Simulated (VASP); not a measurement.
# Ir (Fm-3m) in VASP: a series of runs, part 2 of 2

VASP 6.6.1. The steps go on from the part before.

### Step 5. Single point, PBEsol (volume scaled by 1.01)

File INCAR:

```
SYSTEM = Ir
  PREC = Accurate
  ENCUT = 520
  EDIFF = 1E-6
  ISMEAR = -1
  SIGMA = 0.05
  LREAL = .False.
  LASPH = .True.
  NELM = 80
  ALGO = Normal
  ISIF = 2
  LWAVE = .False.
  LCHARG = .False.
  GGA = PS
  NBANDS = 10
```

File KPOINTS:

```
Automatic mesh
0
Gamma
  18 18 18
  0 0 0
```

File POSCAR:

```
Ir
1.0
    0.0000000000      1.9260777877      1.9260777877
    1.9260777877      0.0000000000      1.9260777877
    1.9260777877      1.9260777877      0.0000000000
Ir
1
Direct
    0.0000000000      0.0000000000      0.0000000000
```

Potentials or basis: VASP PAW PBE potentials, release 64 (Ir).

On the command line:

```console
cat potpaw_PBE.64/Ir/POTCAR > POTCAR
mpirun -np 1 vasp_std > vasp.out
```

OUTCAR:

```text
SYSTEM = Ir
   PREC = Accurate
   ENCUT = 520
   EDIFF = 1E-6
   ISMEAR = -1
   LREAL = .False.
   LASPH = .True.
   NELM = 80
   ISIF = 2
   GGA = PS

 ion  position               nearest neighbor table
   1  0.000  0.000  0.000-

  LATTYP: Found a face centered cubic cell.
 ALAT       =     3.8521555754

  Lattice vectors:

 A1 = (   0.0000000000,   1.9260777877,   1.9260777877)
 A2 = (   1.9260777877,   0.0000000000,   1.9260777877)
 A3 = (   1.9260777877,   1.9260777877,   0.0000000000)

Analysis of symmetry for initial positions (statically):
=====================================================================
 Subroutine PRICEL returns:
 Original cell was already a primitive cell.

 Routine SETGRP: Setting up the symmetry group for a
 face centered cubic supercell.

 Subroutine GETGRP returns: Found 48 space group operations
 (whereof 48 operations were pure point group operations)
 out of a pool of 48 trial point group operations.

The static configuration has the point symmetry O_h .

Analysis of symmetry for dynamics (positions and initial velocities):
=====================================================================
 Subroutine PRICEL returns:
 Original cell was already a primitive cell.

 Routine SETGRP: Setting up the symmetry group for a
 face centered cubic supercell.

 Subroutine GETGRP returns: Found 48 space group operations
 (whereof 48 operations were pure point group operations)
 out of a pool of 48 trial point group operations.

The dynamic configuration has the point symmetry O_h .

 Subroutine INISYM returns: Found 48 space group operations
 (whereof 48 operations are pure point group operations),
 and found     1 'primitive' translations

----------------------------------------------------------------------------------------

                                     Primitive cell

  volume of cell :      14.2906

  direct lattice vectors                    reciprocal lattice vectors
[... 103 lines left out ...]
   IMIX   =      4    mixing-type and parameters
     AMIX     =   0.40;   BMIX     =  1.00
     AMIX_MAG =   1.60;   BMIX_MAG =  1.00
  volume/ion in A,a.u.               =      14.29        96.44
  Fermi-wavevector in a.u.,A,eV,Ry     =   1.403261  2.651779 26.791803  1.969142
  Thomas-Fermi vector in A             =   2.525941
   LORBIT       =      0    0 simple, 1 ext, 2 COOP (PROOUT), +10 PAW based schemes
   GGA     = PS    functional components
   LHFCALC =     F    Hartree Fock is set to
   AEXX    =    0.0000 exact exchange contribution
   IVDW    =     0    specifies the selected vdW correction
   LEPSILON=     F    determine dielectric tensor
   LRPA    =     F    only Hartree local field effects (RPA)
 non-spin polarized calculation
  energy-cutoff  :      520.00
  volume of cell :       14.29
 maximum number of plane-waves:       397
   NGX = 11   NGY = 11   NGZ = 11

 number of electron       9.0000000 magnetization

 Free energy of the ion-electron system (eV)
  ---------------------------------------------------
  ext. energy  EPLUGINS =         0.00000000
  ---------------------------------------------------
  free energy    TOTEN  =        -9.82154684 eV

  energy without entropy =       -9.81323072  energy(sigma->0) =       -9.81738878

 E-fermi :  10.1018     XC(G=0): -14.0424

 val. band max:       10.1000771342   @ k =   0.5000   0.2222   0.1111
 cond. band min:      10.1142831093   @ k =   0.3333   0.1111   0.0556
 fundamental gap:      0.0142059751
 Fermi energy:        10.1017711672

 k-point     1 :       0.0000    0.0000    0.0000
  band No.  band energies     occupation
      1      -1.0103      2.00000
      2       6.2277      2.00000
      3       6.2277      2.00000
      4       6.2277      2.00000
      5       8.9003      2.00000
      6       8.9003      2.00000
      7      24.4095      0.00000
      8      29.9226      0.00000
      9      29.9226      0.00000
     10      29.9226      0.00000
[... 287 lines left out ...]
 k-point    24 :      -0.2222    0.0556    0.0000
  band No.  band energies     occupation
      1       1.1923      2.00000
      2       5.5624      2.00000
      3       6.6823      2.00000
      4       6.7740      2.00000
      5       8.6120      2.00000
      6       9.4600      1.99999
      7      24.1559      0.00000
      8      26.9701      0.00000
      9      31.9905      0.00000
     10      33.2175      0.00000

 [... further k-points ...]
[... 5 lines left out ...]
  --------------------------------------------------------------------------------------
  -------------------------------------------------------------------------------------
  Total       -0.4849803     -0.4849803     -0.4849803     -0.0000000      0.0000000      0.0000000
  in kB      -54.3729899    -54.3729899    -54.3729899     -0.0000000      0.0000000      0.0000000
  external PRESSURE =     -54.3729899 kB  Pullay stress =       0.0000000 kB

 VOLUME and BASIS-vectors are now :
 -----------------------------------------------------------------------------
  energy-cutoff  :      520.00
  volume of cell :       14.29
      direct lattice vectors                 reciprocal lattice vectors
     0.000000000  1.926077788  1.926077788    -0.259594915  0.259594915  0.259594915
     1.926077788  0.000000000  1.926077788     0.259594915 -0.259594915  0.259594915
     1.926077788  1.926077788  0.000000000     0.259594915  0.259594915 -0.259594915

 POSITION                                       TOTAL-FORCE (eV/Angst)
 -----------------------------------------------------------------------------------
      0.00000      0.00000      0.00000         0.000000      0.000000      0.000000
 -----------------------------------------------------------------------------------
    total drift:                                0.000000      0.000000      0.000000

  FREE ENERGIE OF THE ION-ELECTRON SYSTEM (eV)
  ---------------------------------------------------
  free  energy   TOTEN  =        -9.8215468442 eV

  energy  without entropy=       -9.8132307213  energy(sigma->0) =       -9.81738878
```

OSZICAR:

```text
N       E                     dE             d eps       ncg     rms          rms(c)
DAV:   1     0.475132052223E+02    0.47513E+02   -0.43441E+03  3924   0.813E+02
DAV:   2    -0.955585817194E+01   -0.57069E+02   -0.54117E+02  3974   0.199E+02
DAV:   3    -0.104525601006E+02   -0.89670E+00   -0.89333E+00  4560   0.301E+01
DAV:   4    -0.104610303317E+02   -0.84702E-02   -0.84685E-02  4400   0.271E+00
DAV:   5    -0.104612009628E+02   -0.17063E-03   -0.17063E-03  4476   0.368E-01    0.154E+01
DAV:   6    -0.992125236485E+01    0.53995E+00   -0.98119E-01  4368   0.120E+01    0.598E+00
DAV:   7    -0.982858232325E+01    0.92670E-01   -0.27823E-01  4654   0.579E+00    0.147E+00
DAV:   8    -0.982596725380E+01    0.26151E-02   -0.19972E-03  4172   0.445E-01    0.114E+00
DAV:   9    -0.982154989760E+01    0.44174E-02   -0.22265E-03  4294   0.677E-01    0.262E-02
DAV:  10    -0.982154497827E+01    0.49193E-05   -0.11897E-05  5564   0.339E-02    0.147E-02
DAV:  11    -0.982154681159E+01   -0.18333E-05   -0.10658E-06  3636   0.642E-03    0.118E-03
DAV:  12    -0.982154684424E+01   -0.32652E-07   -0.25834E-08  2090   0.181E-03
   1 F= -.98215468E+01 E0= -.98173888E+01  d E =-.831612E-02
```

Wall time 22 s (1 thread of Intel Xeon Platinum 8488C (Sapphire Rapids), shared host); peak memory 0.15 GiB.

Results:

* Free energy: -9.8215 eV
* Pressure: -5.4 GPa

Caveat: the PAW data sets were made with another functional, which shifts forces and pressure a little; spin-orbit coupling is left out, which moves the levels of the heavy elements.

### Step 6. The runs side by side

| cell | gap on the mesh (eV) | pressure (GPa) |
| --- | --- | --- |
| a = 2.659 Å, angles 60.0°, 1 atom | none | 25.8 |
| a = 2.678 Å, angles 60.0°, 1 atom | none | 15.5 |
| a = 2.697 Å, angles 60.0°, 1 atom | none | 6.4 |
| a = 2.724 Å, angles 60.0°, 1 atom | none | -5.4 |

Alike in all rows: task single point; level PBEsol; potentials or basis VASP PAW PBE potentials, release 64 (Ir); no spin polarisation; k mesh 18 × 18 × 18; cutoff (eV) 520; smearing fermi-dirac 0.05 eV.

Caveats: the PAW data sets were made with another functional, which shifts forces and pressure a little; spin-orbit coupling is left out, which moves the levels of the heavy elements.

Total energies depend on the potentials used, so only differences within one code and one set of settings carry meaning.
